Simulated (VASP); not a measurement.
# C (Fm-3m) in VASP: a series of runs

C is run at these levels: PBEsol; tasks: single point.

Program: VASP 6.6.1. These are calculated values, not measurements. Logs are shortened: lines on timing, memory, paths and dates and some standing lists are left out, and cuts for length are marked.

### Step 1. The cell of the first run

It takes space group Fm-3m (No. 225, cubic). The conventional cell has a = 2.866 Å, b = 2.866 Å, c = 2.866 Å, α = 90.00°, β = 90.00°, γ = 90.00°. C (site symmetry m-3m) has 12 C at 2.03 Å within 2.7 Å.

### Step 2. Single point, PBEsol (volume scaled by 0.84)

The input, INCAR:

```
SYSTEM = C
PREC = Accurate ; ENCUT = 520
EDIFF = 1E-6 ; ISMEAR = -1
SIGMA = 0.08 ; LREAL = .False.
LASPH = .True. ; NELM = 100
ALGO = Normal ; ISIF = 2
LWAVE = .False. ; LCHARG = .True.
GGA = PS ; LELF = .True.
LVHAR = .True. ; NBANDS = 8
```

The input, KPOINTS:

```
regular mesh
0
Gamma
  24 24 24
  0 0 0
```

The input, POSCAR:

```
C
1.0
    0.0000000000      1.4329813445      1.4329813445
    1.4329813445      0.0000000000      1.4329813445
    1.4329813445      1.4329813445      0.0000000000
C
1
Direct
    0.0000000000      0.0000000000      0.0000000000
```

Potentials or basis: VASP PAW PBE potentials, release 64 (C).

Launch:

```console
cat potpaw_PBE.64/C/POTCAR > POTCAR
mpirun -np 1 vasp_std > vasp.out
```

OUTCAR:

```text
SYSTEM = C
   PREC = Accurate
   ENCUT = 520
   EDIFF = 1E-6
   ISMEAR = -1
   LREAL = .False.
   LASPH = .True.
   NELM = 100
   ISIF = 2
   GGA = PS

 ion  position               nearest neighbor table
   1  0.000  0.000  0.000-

  LATTYP: Found a face centered cubic cell.
 ALAT       =     2.8659626890

  Lattice vectors:

 A1 = (   0.0000000000,   1.4329813445,   1.4329813445)
 A2 = (   1.4329813445,   0.0000000000,   1.4329813445)
 A3 = (   1.4329813445,   1.4329813445,   0.0000000000)

Analysis of symmetry for initial positions (statically):
=====================================================================
 Subroutine PRICEL returns:
 Original cell was already a primitive cell.

 Routine SETGRP: Setting up the symmetry group for a
 face centered cubic supercell.

 Subroutine GETGRP returns: Found 48 space group operations
 (whereof 48 operations were pure point group operations)
 out of a pool of 48 trial point group operations.

The static configuration has the point symmetry O_h .

Analysis of symmetry for dynamics (positions and initial velocities):
=====================================================================
 Subroutine PRICEL returns:
 Original cell was already a primitive cell.

 Routine SETGRP: Setting up the symmetry group for a
 face centered cubic supercell.

 Subroutine GETGRP returns: Found 48 space group operations
 (whereof 48 operations were pure point group operations)
 out of a pool of 48 trial point group operations.

The dynamic configuration has the point symmetry O_h .

 Subroutine INISYM returns: Found 48 space group operations
 (whereof 48 operations are pure point group operations),
 and found     1 'primitive' translations

----------------------------------------------------------------------------------------

                                     Primitive cell

  volume of cell :       5.8851

  direct lattice vectors                    reciprocal lattice vectors
     0.000000000  1.432981344  1.432981344    -0.348922896  0.348922896  0.348922896
     1.432981344  0.000000000  1.432981344     0.348922896 -0.348922896  0.348922896
     1.432981344  1.432981344  0.000000000     0.348922896  0.348922896 -0.348922896

  length of vectors
     2.026541652  2.026541652  2.026541652     0.604352183  0.604352183  0.604352183

  position of ions in fractional coordinates (direct lattice)
     0.000000000  0.000000000  0.000000000

  ion indices of the primitive-cell ions
   primitive index   ion index
                 1           1

----------------------------------------------------------------------------------------

 KPOINTS: regular mesh

Automatic generation of k-mesh.
 Grid dimensions read from file:
 generate k-points for:   24   24   24

 Generating k-lattice:

  Cartesian coordinates                     Fractional coordinates (reciprocal lattice)
    -0.014538454  0.014538454  0.014538454     0.041666667  0.000000000  0.000000000
     0.014538454 -0.014538454  0.014538454     0.000000000  0.041666667  0.000000000
     0.014538454  0.014538454 -0.014538454     0.000000000  0.000000000  0.041666667

  Length of vectors
     0.025181341  0.025181341  0.025181341

  Shift w.r.t. Gamma in fractional coordinates (k-lattice)
     0.000000000  0.000000000  0.000000000

 Subroutine IBZKPT returns following result:
 ===========================================

 Found    413 irreducible k-points:

 Following reciprocal coordinates:
            Coordinates               Weight
  0.000000  0.000000  0.000000      1.000000
  0.041667  0.000000  0.000000      8.000000
  0.083333  0.000000  0.000000      8.000000
  0.125000  0.000000  0.000000      8.000000
  0.166667  0.000000  0.000000      8.000000
  0.208333  0.000000  0.000000      8.000000
[... 16 lines left out ...]
  0.416667  0.041667  0.000000     24.000000
  0.458333  0.041667  0.000000     24.000000
 [... further k-points ...]
   k-points           NKPTS =    413   k-points in BZ     NKDIM =    413   number of bands    NBANDS=      8
   number of dos      NEDOS =    301   number of ions     NIONS =      1
   total plane-waves  NPLWV =   4096
   dimension x,y,z NGX =    16 NGY =   16 NGZ =   16
   dimension x,y,z NGXF=    32 NGYF=   32 NGZF=   32
   ions per type =               1
   NGX,Y,Z   is equivalent  to a cutoff of  13.13, 13.13, 13.13 a.u.
   NGXF,Y,Z  is equivalent  to a cutoff of  26.25, 26.25, 26.25 a.u.
 SYSTEM =  C
   PREC   = accura    normal or accurate (medium, high low for compatibility)
   ISTART =      0    job   : 0-new  1-cont  2-samecut
   ICHARG =      2    charge: 1-file 2-atom 10-const
   ISPIN  =      1    spin polarized calculation?
   LNONCOLLINEAR =      F non collinear calculations
   LSORBIT =      F    spin-orbit coupling
   LASPH  =      T    aspherical Exc in radial PAW
   ENCUT  =  520.0 eV  38.22 Ry    6.18 a.u.   3.77  3.77  3.77*2*pi/ulx,y,z
   NELM   =    100;   NELMIN=  2; NELMDL= -5     # of ELM steps
   EDIFF  = 0.1E-05   stopping-criterion for ELM
   LREAL  =      F    real-space projection
   EDIFFG = 0.1E-04   stopping-criterion for IOM
   NSW    =      0    number of steps for IOM
   IBRION =     -1    ionic relax: 0-MD 1-quasi-New 2-CG
   NFREE  =      0    steps in history (QN), initial steepest desc. (CG)
   ISIF   =      2    stress and relaxation
   ISYM   =      2    0-nonsym 1-usesym 2-fastsym
   POTIM  = 0.5000    time-step for ionic-motion
   TEBEG  =    0.0;   TEEND  =   0.0 temperature during run
   PSTRESS=    0.0 pullay stress
   NELECT =       4.0000    total number of electrons
   NUPDOWN=      -1.0000    fix difference up-down
   EMIN   =  10.00;   EMAX   =-10.00  energy-range for DOS
   EFERMI =   0.00;   METHOD = LEGACY
   ISMEAR =    -1;   SIGMA  =   0.08  broadening in eV -4-tet -1-fermi 0-gaus
   EFERMI_NEDOS =   21; number of points for ismear=-14 and -15
   IALGO  =     38    algorithm
   IMIX   =      4    mixing-type and parameters
     AMIX     =   0.40;   BMIX     =  1.00
     AMIX_MAG =   1.60;   BMIX_MAG =  1.00
  volume/ion in A,a.u.               =       5.89        39.71
  Fermi-wavevector in a.u.,A,eV,Ry     =   1.439387  2.720047 28.189032  2.071835
  Thomas-Fermi vector in A             =   2.558248
   LORBIT       =      0    0 simple, 1 ext, 2 COOP (PROOUT), +10 PAW based schemes
   GGA     = PS    functional components
   LHFCALC =     F    Hartree Fock is set to
   AEXX    =    0.0000 exact exchange contribution
   IVDW    =     0    specifies the selected vdW correction
   LEPSILON=     F    determine dielectric tensor
   LRPA    =     F    only Hartree local field effects (RPA)
 non-spin polarized calculation
  energy-cutoff  :      520.00
  volume of cell :        5.89
 maximum number of plane-waves:       169
   NGX =  7   NGY =  7   NGZ =  7

 number of electron       4.0000000 magnetization

 Free energy of the ion-electron system (eV)
  ---------------------------------------------------
  ext. energy  EPLUGINS =         0.00000000
  ---------------------------------------------------
  free energy    TOTEN  =        -5.06607330 eV

  energy without entropy =       -5.05873591  energy(sigma->0) =       -5.06240461

 E-fermi :  10.8806     XC(G=0): -13.8355

 val. band max:       10.8575247641   @ k =  -0.2917   0.2917   0.0833
 cond. band min:      10.8998391573   @ k =   0.4583   0.2917   0.1250
 fundamental gap:      0.0423143932
 Fermi energy:        10.8805708619

 k-point     1 :       0.0000    0.0000    0.0000
  band No.  band energies     occupation
      1     -11.1129      2.00000
      2      20.6524      0.00000
      3      20.6524      0.00000
      4      20.6524      0.00000
      5      43.7424      0.00000
      6      43.7424      0.00000
      7      43.7424      0.00000
      8      48.5004      0.00000

 k-point     2 :       0.0417    0.0000    0.0000
  band No.  band energies     occupation
      1     -11.0331      2.00000
      2      20.3911      0.00000
      3      20.6032      0.00000
      4      20.6032      0.00000
      5      42.8203      0.00000
      6      43.8755      0.00000
      7      43.8755      0.00000
      8      48.4063      0.00000

 k-point     3 :       0.0833    0.0000    0.0000
  band No.  band energies     occupation
      1     -10.7940      2.00000
      2      19.6189      0.00000
      3      20.4623      0.00000
      4      20.4623      0.00000
      5      41.3211      0.00000
      6      44.2358      0.00000
      7      44.2358      0.00000
      8      48.0292      0.00000

 k-point     4 :       0.1250    0.0000    0.0000
  band No.  band energies     occupation
      1     -10.3957      2.00000
      2      18.3765      0.00000
      3      20.2477      0.00000
      4      20.2477      0.00000
      5      40.0856      0.00000
      6      44.6871      0.00000
      7      44.6871      0.00000
      8      47.4485      0.00000

 k-point     5 :       0.1667    0.0000    0.0000
  band No.  band energies     occupation
      1      -9.8388      2.00000
      2      16.7423      0.00000
      3      19.9839      0.00000
      4      19.9839      0.00000
      5      39.2557      0.00000
      6      44.9563      0.00000
      7      44.9563      0.00000
      8      46.7284      0.00000
[... 177 lines left out ...]
 k-point    22 :       0.3750    0.0417    0.0000
  band No.  band energies     occupation
      1      -5.1063      2.00000
      2       6.9445      2.00000
      3      18.3825      0.00000
      4      18.8302      0.00000
      5      38.9299      0.00000
      6      40.1323      0.00000
      7      42.4184      0.00000
      8      45.0687      0.00000

 k-point    23 :       0.4167    0.0417    0.0000
  band No.  band energies     occupation
      1      -3.6807      2.00000
      2       4.8287      2.00000
      3      18.2964      0.00000
      4      18.5870      0.00000
      5      39.0510      0.00000
      6      39.7606      0.00000
      7      41.7546      0.00000
      8      44.6732      0.00000

 k-point    24 :       0.4583    0.0417    0.0000
  band No.  band energies     occupation
      1      -2.1194      2.00000
      2       2.8099      2.00000
      3      18.2769      0.00000
      4      18.3881      0.00000
      5      38.9843      0.00000
      6      39.7295      0.00000
      7      41.2693      0.00000
      8      44.4142      0.00000

 [... further k-points ...]
[... 5 lines left out ...]
  --------------------------------------------------------------------------------------
  -------------------------------------------------------------------------------------
  Total        1.4824913      1.4824913      1.4824913      0.0000000      0.0000000      0.0000000
  in kB      403.5999623    403.5999623    403.5999623      0.0000000      0.0000000      0.0000000
  external PRESSURE =     403.5999623 kB  Pullay stress =       0.0000000 kB

 VOLUME and BASIS-vectors are now :
 -----------------------------------------------------------------------------
  energy-cutoff  :      520.00
  volume of cell :        5.89
      direct lattice vectors                 reciprocal lattice vectors
     0.000000000  1.432981344  1.432981344    -0.348922896  0.348922896  0.348922896
     1.432981344  0.000000000  1.432981344     0.348922896 -0.348922896  0.348922896
     1.432981344  1.432981344  0.000000000     0.348922896  0.348922896 -0.348922896

 POSITION                                       TOTAL-FORCE (eV/Angst)
 -----------------------------------------------------------------------------------
      0.00000      0.00000      0.00000         0.000000      0.000000     -0.000000
 -----------------------------------------------------------------------------------
    total drift:                                0.000000      0.000000     -0.000000

  FREE ENERGIE OF THE ION-ELECTRON SYSTEM (eV)
  ---------------------------------------------------
  free  energy   TOTEN  =        -5.0660733046 eV

  energy  without entropy=       -5.0587359060  energy(sigma->0) =       -5.06240461
```

Run time: 12 s. Hardware: 1 thread of Intel Xeon Platinum 8259CL at 2.50GHz (Skylake/Cascade Lake), shared host; peak memory 0.12 GiB.

Results:

| Property | Result |
| --- | --- |
| Free energy | -5.0661 eV |
| Pressure | 40.4 GPa |
| Band gap on the k mesh | zero (band 2 reaches 20.65 eV, above the bottom of band 3 at 7.06 eV) |

Caveat: the PAW data sets were made with another functional, which shifts forces and pressure a little.

(Part 1 of 2 ends here.)
